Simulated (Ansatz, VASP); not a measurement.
CaMgSc3: VASP beside Ansatz

```
Ca Mg Sc
1.0
     5.38635    0.00000    0.00000
     0.00000    5.38635    0.00000
     0.00000    0.00000    5.38635
Ca Mg Sc
1 1 3
Direct
  0.50000 0.50000 0.50000
  0.00000 0.00000 0.00000
  0.50000 0.00000 0.00000
  0.00000 0.50000 0.00000
  0.00000 0.00000 0.50000
```

Alike in both runs: functional PBE; k mesh 8 × 8 × 8; occupations gaussian, width 0.1 eV; no spin polarisation.

Ansatz relaxed the structure, and its values are those at the end. VASP's run is a single point on that final structure, the one shown.

```csv
,VASP,Ansatz
version,VASP 6.6.1,Ansatz 0.2.0
potentials or method,"VASP PAW PBE potentials, release 64 (Ca_sv, Mg, Sc_sv), cutoff 520 eV","scalar-relativistic, plane waves, PAW"
valence electrons in the cell,45,53
```

Ansatz gave:

```
gap on the k mesh at the Fermi level (eV) : none
pressure (GPa)                            : 0.0
```

Problem. Estimate VASP's values.

Solution. gap on the k mesh at the Fermi level (eV): none; pressure (GPa): 0.2.

A gap of «none» marks a metal or a gap that the smearing closes. VASP's potentials hold 45 valence electrons a cell and Ansatz's 53, so a difference there can come from the potentials and not from the codes.
